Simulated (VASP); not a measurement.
# Sn (Fm-3m) in VASP: notebook

Runs on Sn. Level: PBE. Tasks: single point, relaxation of cell and atoms.

All numbers are computed with VASP 6.6.1; they aren't measurements. Logs are shortened: lines on timing, memory, paths and dates and some standing lists are left out, and cuts for length are marked.

## (1) The cell of the first run

Symmetry: Fm-3m, No. 225, cubic system. Conventional cell: a = 4.821 Å, b = 4.821 Å, c = 4.821 Å, α = 90.00°, β = 90.00°, γ = 90.00°. Within 4.5 Å of Sn (site symmetry m-3m) lie 12 Sn at 3.41 Å.

## (2) Single point, PBE

Input file INCAR:

```
ALGO = Normal
EDIFF = 1E-6
ENCUT = 520
GGA = PE
ISIF = 2
ISMEAR = 0
LASPH = T
LCHARG = F
LREAL = F
LWAVE = F
NBANDS = 13
NELM = 80
PREC = Accurate
SIGMA = 0.1
```

Input file KPOINTS:

```
k-points
0
Gamma
  16 16 16
```

Input file POSCAR:

```
Sn
1.0
    0.0000000000      2.4106568747      2.4106568747
    2.4106568747      0.0000000000      2.4106568747
    2.4106568747      2.4106568747      0.0000000000
Sn
1
Direct
    0.0000000000      0.0000000000      0.0000000000
```

Potentials or basis: VASP PAW PBE potentials, release 64 (Sn_d).

Launch:

```bash
cat potpaw_PBE.64/Sn_d/POTCAR > POTCAR
mpirun -np 1 vasp_std > vasp.out
```

OUTCAR:

```text
EDIFF = 1E-6
   ENCUT = 520
   GGA = PE
   ISIF = 2
   ISMEAR = 0
   LASPH = T
   LREAL = F
   NELM = 80
   PREC = Accurate

 ion  position               nearest neighbor table
   1  0.000  0.000  0.000-

  LATTYP: Found a face centered cubic cell.
 ALAT       =     4.8213137494

  Lattice vectors:

 A1 = (   0.0000000000,   2.4106568747,   2.4106568747)
 A2 = (   2.4106568747,   0.0000000000,   2.4106568747)
 A3 = (   2.4106568747,   2.4106568747,   0.0000000000)

Analysis of symmetry for initial positions (statically):
=====================================================================
 Subroutine PRICEL returns:
 Original cell was already a primitive cell.

 Routine SETGRP: Setting up the symmetry group for a
 face centered cubic supercell.

 Subroutine GETGRP returns: Found 48 space group operations
 (whereof 48 operations were pure point group operations)
 out of a pool of 48 trial point group operations.

The static configuration has the point symmetry O_h .

Analysis of symmetry for dynamics (positions and initial velocities):
=====================================================================
 Subroutine PRICEL returns:
 Original cell was already a primitive cell.

 Routine SETGRP: Setting up the symmetry group for a
 face centered cubic supercell.

 Subroutine GETGRP returns: Found 48 space group operations
 (whereof 48 operations were pure point group operations)
 out of a pool of 48 trial point group operations.

The dynamic configuration has the point symmetry O_h .

 Subroutine INISYM returns: Found 48 space group operations
 (whereof 48 operations are pure point group operations),
 and found     1 'primitive' translations

----------------------------------------------------------------------------------------

                                     Primitive cell

  volume of cell :      28.0179

  direct lattice vectors                    reciprocal lattice vectors
     0.000000000  2.410656875  2.410656875    -0.207412347  0.207412347  0.207412347
     2.410656875  0.000000000  2.410656875     0.207412347 -0.207412347  0.207412347
     2.410656875  2.410656875  0.000000000     0.207412347  0.207412347 -0.207412347

  length of vectors
     3.409183646  3.409183646  3.409183646     0.359248723  0.359248723  0.359248723

  position of ions in fractional coordinates (direct lattice)
     0.000000000  0.000000000  0.000000000

  ion indices of the primitive-cell ions
   primitive index   ion index
                 1           1

----------------------------------------------------------------------------------------

 KPOINTS: k-points

Automatic generation of k-mesh.
 Grid dimensions read from file:
 generate k-points for:   16   16   16

 Generating k-lattice:

  Cartesian coordinates                     Fractional coordinates (reciprocal lattice)
    -0.012963272  0.012963272  0.012963272     0.062500000  0.000000000  0.000000000
     0.012963272 -0.012963272  0.012963272     0.000000000  0.062500000  0.000000000
     0.012963272  0.012963272 -0.012963272     0.000000000  0.000000000  0.062500000

  Length of vectors
     0.022453045  0.022453045  0.022453045

  Shift w.r.t. Gamma in fractional coordinates (k-lattice)
     0.000000000  0.000000000  0.000000000

 Subroutine IBZKPT returns following result:
 ===========================================

 Found    145 irreducible k-points:

 Following reciprocal coordinates:
            Coordinates               Weight
  0.000000  0.000000  0.000000      1.000000
  0.062500  0.000000  0.000000      8.000000
  0.125000  0.000000  0.000000      8.000000
  0.187500  0.000000  0.000000      8.000000
  0.250000  0.000000  0.000000      8.000000
  0.312500  0.000000  0.000000      8.000000
[... 16 lines left out ...]
 -0.125000  0.062500  0.000000     24.000000
 -0.062500  0.062500  0.000000     12.000000
 [... further k-points ...]
   k-points           NKPTS =    145   k-points in BZ     NKDIM =    145   number of bands    NBANDS=     13
   number of dos      NEDOS =    301   number of ions     NIONS =      1
   total plane-waves  NPLWV =  21952
   dimension x,y,z NGX =    28 NGY =   28 NGZ =   28
   dimension x,y,z NGXF=    56 NGYF=   56 NGZF=   56
   ions per type =               1
   NGX,Y,Z   is equivalent  to a cutoff of  13.65, 13.65, 13.65 a.u.
   NGXF,Y,Z  is equivalent  to a cutoff of  27.31, 27.31, 27.31 a.u.
 SYSTEM =  unknown system
   PREC   = accura    normal or accurate (medium, high low for compatibility)
   ISTART =      0    job   : 0-new  1-cont  2-samecut
   ICHARG =      2    charge: 1-file 2-atom 10-const
   ISPIN  =      1    spin polarized calculation?
   LNONCOLLINEAR =      F non collinear calculations
   LSORBIT =      F    spin-orbit coupling
   LASPH  =      T    aspherical Exc in radial PAW
   ENCUT  =  520.0 eV  38.22 Ry    6.18 a.u.   6.34  6.34  6.34*2*pi/ulx,y,z
   NELM   =     80;   NELMIN=  2; NELMDL= -5     # of ELM steps
   EDIFF  = 0.1E-05   stopping-criterion for ELM
   LREAL  =      F    real-space projection
   EDIFFG = 0.1E-04   stopping-criterion for IOM
   NSW    =      0    number of steps for IOM
   IBRION =     -1    ionic relax: 0-MD 1-quasi-New 2-CG
   NFREE  =      0    steps in history (QN), initial steepest desc. (CG)
   ISIF   =      2    stress and relaxation
   ISYM   =      2    0-nonsym 1-usesym 2-fastsym
   POTIM  = 0.5000    time-step for ionic-motion
   TEBEG  =    0.0;   TEEND  =   0.0 temperature during run
   PSTRESS=    0.0 pullay stress
   NELECT =      14.0000    total number of electrons
   NUPDOWN=      -1.0000    fix difference up-down
   EMIN   =  10.00;   EMAX   =-10.00  energy-range for DOS
[... 5 lines left out ...]
     AMIX     =   0.40;   BMIX     =  1.00
     AMIX_MAG =   1.60;   BMIX_MAG =  1.00
  volume/ion in A,a.u.               =      28.02       189.07
  Fermi-wavevector in a.u.,A,eV,Ry     =   1.299089  2.454922 22.961617  1.687631
  Thomas-Fermi vector in A             =   2.430375
   LORBIT       =      0    0 simple, 1 ext, 2 COOP (PROOUT), +10 PAW based schemes
   GGA     = PE    functional components
   LHFCALC =     F    Hartree Fock is set to
   AEXX    =    0.0000 exact exchange contribution
   IVDW    =     0    specifies the selected vdW correction
   LEPSILON=     F    determine dielectric tensor
   LRPA    =     F    only Hartree local field effects (RPA)
 non-spin polarized calculation
 Gauss-broadening in eV      SIGMA  =   0.10
  energy-cutoff  :      520.00
  volume of cell :       28.02
 maximum number of plane-waves:       769
 NGX is ok and might be reduce to    28
   NGX = 13   NGY = 13   NGZ = 13

 number of electron      13.9999999 magnetization

 Free energy of the ion-electron system (eV)
  ---------------------------------------------------
  ext. energy  EPLUGINS =         0.00000000
  ---------------------------------------------------
  free energy    TOTEN  =        -3.78630797 eV

  energy without entropy =       -3.78258983  energy(sigma->0) =       -3.78444890

 E-fermi :   7.8273     XC(G=0): -10.2221

 val. band max:        7.8055027623   @ k =  -0.3750   0.2500   0.0000
 cond. band min:       7.8336750754   @ k =  -0.3125   0.3125   0.1250
 fundamental gap:      0.0281723131
 Fermi energy:         7.8272675347

 k-point     1 :       0.0000    0.0000    0.0000
  band No.  band energies     occupation
      1     -13.7736      2.00000
      2     -13.7736      2.00000
      3     -13.7736      2.00000
      4     -13.7040      2.00000
      5     -13.7040      2.00000
      6      -3.1407      2.00000
      7      15.2325      0.00000
      8      15.2325      0.00000
      9      15.2325      0.00000
     10      18.3496      0.00000
     11      19.4273      0.00000
     12      19.4273      0.00000
     13      19.4273      0.00000

 k-point     2 :       0.0625    0.0000    0.0000
  band No.  band energies     occupation
      1     -13.7733      2.00000
      2     -13.7705      2.00000
      3     -13.7705      2.00000
      4     -13.7041      2.00000
      5     -13.7041      2.00000
      6      -3.0623      2.00000
      7      14.3612      0.00000
      8      15.1086      0.00000
      9      15.1086      0.00000
     10      17.8695      0.00000
     11      19.6423      0.00000
     12      19.6423      0.00000
     13      20.5275      0.00000

 k-point     3 :       0.1250    0.0000    0.0000
  band No.  band energies     occupation
      1     -13.7726      2.00000
      2     -13.7632      2.00000
      3     -13.7632      2.00000
      4     -13.7032      2.00000
      5     -13.7032      2.00000
      6      -2.8270      2.00000
      7      12.5707      0.00000
      8      14.8054      0.00000
      9      14.8054      0.00000
     10      17.5399      0.00000
     11      20.1632      0.00000
     12      20.1632      0.00000
     13      21.3691      0.00000

 k-point     4 :       0.1875    0.0000    0.0000
  band No.  band energies     occupation
      1     -13.7717      2.00000
      2     -13.7566      2.00000
      3     -13.7566      2.00000
      4     -13.6976      2.00000
      5     -13.6976      2.00000
      6      -2.4349      2.00000
      7      10.6188      0.00000
      8      14.4395      0.00000
      9      14.4395      0.00000
     10      17.3396      0.00000
     11      20.3374      0.00000
     12      20.3374      0.00000
     13      20.8687      0.00000

 k-point     5 :       0.2500    0.0000    0.0000
  band No.  band energies     occupation
      1     -13.7711      2.00000
      2     -13.7552      2.00000
      3     -13.7552      2.00000
      4     -13.6843      2.00000
      5     -13.6843      2.00000
      6      -1.8875      2.00000
      7       8.7186      0.00000
      8      14.0886      0.00000
      9      14.0886      0.00000
     10      17.2252      0.00000
     11      19.7386      0.00000
     12      19.7386      0.00000
     13      20.0489      0.00000

 k-point     6 :       0.3125    0.0000    0.0000
  band No.  band energies     occupation
      1     -13.7708      2.00000
      2     -13.7583      2.00000
      3     -13.7583      2.00000
      4     -13.6665      2.00000
      5     -13.6665      2.00000
      6      -1.1908      2.00000
      7       6.9399      2.00000
      8      13.7930      0.00000
      9      13.7930      0.00000
     10      17.2003      0.00000
     11      19.1243      0.00000
     12      19.1243      0.00000
     13      19.2948      0.00000

 k-point     7 :       0.3750    0.0000    0.0000
  band No.  band energies     occupation
      1     -13.7709      2.00000
      2     -13.7627      2.00000
      3     -13.7627      2.00000
      4     -13.6496      2.00000
      5     -13.6496      2.00000
      6      -0.3644      2.00000
      7       5.3285      2.00000
      8      13.5724      0.00000
      9      13.5724      0.00000
     10      17.2721      0.00000
     11      18.6527      0.00000
     12      18.6589      0.00000
     13      18.6589      0.00000
[... 193 lines left out ...]
 k-point    20 :      -0.3125    0.0625    0.0000
  band No.  band energies     occupation
      1     -13.7694      2.00000
      2     -13.7588      2.00000
      3     -13.7562      2.00000
      4     -13.6698      2.00000
      5     -13.6541      2.00000
      6      -0.8594      2.00000
      7       6.4454      2.00000
      8      12.5854      0.00000
      9      14.0425      0.00000
     10      17.5121      0.00000
     11      18.2580      0.00000
     12      18.7362      0.00000
     13      20.7795      0.00000

 k-point    21 :      -0.2500    0.0625    0.0000
  band No.  band energies     occupation
      1     -13.7709      2.00000
      2     -13.7542      2.00000
      3     -13.7524      2.00000
      4     -13.6893      2.00000
      5     -13.6697      2.00000
      6      -1.6020      2.00000
      7       8.1676      0.00000
      8      12.7661      0.00000
      9      14.4699      0.00000
     10      17.6358      0.00000
     11      18.8079      0.00000
     12      19.1326      0.00000
     13      21.3834      0.00000

 k-point    22 :      -0.1875    0.0625    0.0000
  band No.  band energies     occupation
      1     -13.7725      2.00000
      2     -13.7525      2.00000
      3     -13.7524      2.00000
      4     -13.7039      2.00000
      5     -13.6849      2.00000
      6      -2.1999      2.00000
      7      10.0219      0.00000
      8      13.0658      0.00000
      9      14.8820      0.00000
     10      17.7044      0.00000
     11      19.5974      0.00000
     12      19.6691      0.00000
     13      21.1198      0.00000

 k-point    23 :      -0.1250    0.0625    0.0000
  band No.  band energies     occupation
      1     -13.7739      2.00000
      2     -13.7590      2.00000
      3     -13.7559      2.00000
      4     -13.7087      2.00000
      5     -13.6956      2.00000
      6      -2.6440      2.00000
      7      11.9412      0.00000
      8      13.4821      0.00000
      9      15.1962      0.00000
     10      17.7388      0.00000
     11      19.8461      0.00000
     12      20.5199      0.00000
     13      20.6395      0.00000

 k-point    24 :      -0.0625    0.0625    0.0000
  band No.  band energies     occupation
      1     -13.7742      2.00000
      2     -13.7670      2.00000
      3     -13.7635      2.00000
      4     -13.7070      2.00000
      5     -13.7010      2.00000
      6      -2.9316      2.00000
      7      13.6445      0.00000
      8      14.1174      0.00000
      9      15.2959      0.00000
     10      17.7304      0.00000
     11      19.5688      0.00000
     12      20.1683      0.00000
     13      21.4026      0.00000

 [... further k-points ...]

------------------------ aborting loop because EDIFF is reached ----------------------------------------

  FORCE on cell =-STRESS in cart. coord.  units (eV):
  Direction    XX          YY          ZZ          XY          YZ          ZX
  --------------------------------------------------------------------------------------
  -------------------------------------------------------------------------------------
  Total       -0.0125345     -0.0125345     -0.0125345      0.0000000     -0.0000000     -0.0000000
  in kB       -0.7167713     -0.7167713     -0.7167713      0.0000000     -0.0000000     -0.0000000
  external PRESSURE =      -0.7167713 kB  Pullay stress =       0.0000000 kB

 VOLUME and BASIS-vectors are now :
 -----------------------------------------------------------------------------
  energy-cutoff  :      520.00
  volume of cell :       28.02
      direct lattice vectors                 reciprocal lattice vectors
     0.000000000  2.410656875  2.410656875    -0.207412347  0.207412347  0.207412347
     2.410656875  0.000000000  2.410656875     0.207412347 -0.207412347  0.207412347
     2.410656875  2.410656875  0.000000000     0.207412347  0.207412347 -0.207412347

 POSITION                                       TOTAL-FORCE (eV/Angst)
 -----------------------------------------------------------------------------------
      0.00000      0.00000      0.00000         0.000000      0.000000      0.000000
 -----------------------------------------------------------------------------------
    total drift:                               -0.000000     -0.000000     -0.000000

  FREE ENERGIE OF THE ION-ELECTRON SYSTEM (eV)
  ---------------------------------------------------
  free  energy   TOTEN  =        -3.7863079662 eV

  energy  without entropy=       -3.7825898265  energy(sigma->0) =       -3.78444890
```

Run time: 26 s. Hardware: 1 thread of Intel Xeon Platinum 8488C (Sapphire Rapids), shared host; peak memory 0.19 GiB.

Results:

```yaml
Free_energy: -3.7863 eV
Pressure: -0.1 GPa
Band_gap_on_the_k_mesh: zero (band 7 reaches 15.23 eV, above the bottom of band 8 at 5.87 eV)
```

Levels at points of the mesh, in eV from the Fermi level:
```csv
k point,band 3,band 4,band 5,band 6,band 7,band 8,band 9,band 10,band 11,band 12
"(0.00, 0.00, 0.00)",-21.60,-21.53,-21.53,-10.97,7.41,7.41,7.41,10.52,11.60,11.60
"(0.50, 0.00, 0.00)",-21.59,-21.46,-21.46,-6.80,-4.53,5.56,5.56,9.90,9.91,10.45
"(0.50, 0.50, 0.00)",-21.47,-21.44,-21.44,-4.97,-3.55,1.98,1.98,5.26,5.67,19.81
```

Caveat: spin-orbit coupling is left out, which moves the levels of the heavy elements.

## (3) Single point, PBE

This run uses another cell than the first one, of 14.08 Å³/atom, 0.503 times its volume.

Input file INCAR:

```
SYSTEM = Sn
ALGO     = Normal         ! electronic algorithm
EDIFF    = 1E-6           ! SCF threshold, eV
ENCUT    = 500            ! plane-wave cutoff, eV
GGA      = PE             ! functional
GGA_COMPAT= .FALSE.      
ISIF     = 2              ! what is computed and relaxed
ISMEAR   = 0              ! smearing method
LASPH    = .TRUE.         ! aspherical terms in the spheres
LCHARG   = .FALSE.        ! write CHGCAR
LREAL    = .FALSE.        ! projectors in reciprocal space
LWAVE    = .FALSE.        ! write WAVECAR
NBANDS   = 13             ! bands
NELM     = 120            ! most SCF steps
PREC     = Accurate       ! precision mode
SIGMA    = 0.1            ! smearing width, eV
```

Input file KPOINTS:

```
k-points
0
G
  8 8 8
  0 0 0
```

Input file POSCAR:

```
Sn
1.0
    0.0000000000      1.9166499790      1.9166499790
    1.9166499790      0.0000000000      1.9166499790
    1.9166499790      1.9166499790      0.0000000000
Sn
1
Direct
    0.0000000000      0.0000000000      0.0000000000
```

Potentials or basis: VASP PAW PBE potentials, release 64 (Sn_d).

Launch:

```bash
cat potpaw_PBE.64/Sn_d/POTCAR > POTCAR
mpirun -np 1 vasp_std > vasp.out
```

It took 2.6 s on 1 thread of Intel Xeon 6975P-C (Granite Rapids), shared host; peak memory 0.12 GiB.

The run converged. Its results:

| Quantity | Value |
| --- | --- |
| Free energy | 0.0004 eV |
| Pressure | 166.4 GPa |
| Band gap on the k mesh | zero (band 7 reaches 29.37 eV, above the bottom of band 8 at 16.19 eV) |

Levels at points of the mesh, in eV from the Fermi level:
```tsv
k point	band 4	band 5	band 6	band 7	band 8	band 9	band 10	band 11
(0.00, 0.00, 0.00)	-22.87	-22.87	-18.35	9.63	12.73	12.73	12.73	17.03
(0.50, 0.00, 0.00)	-22.41	-22.41	-9.78	-8.50	9.05	9.77	9.77	14.60
(0.50, 0.50, 0.00)	-22.30	-22.30	-7.83	-4.60	2.18	2.18	7.24	8.71
```

Caveat: spin-orbit coupling is left out, which moves the levels of the heavy elements.

(Continued in part 2 of 2.)
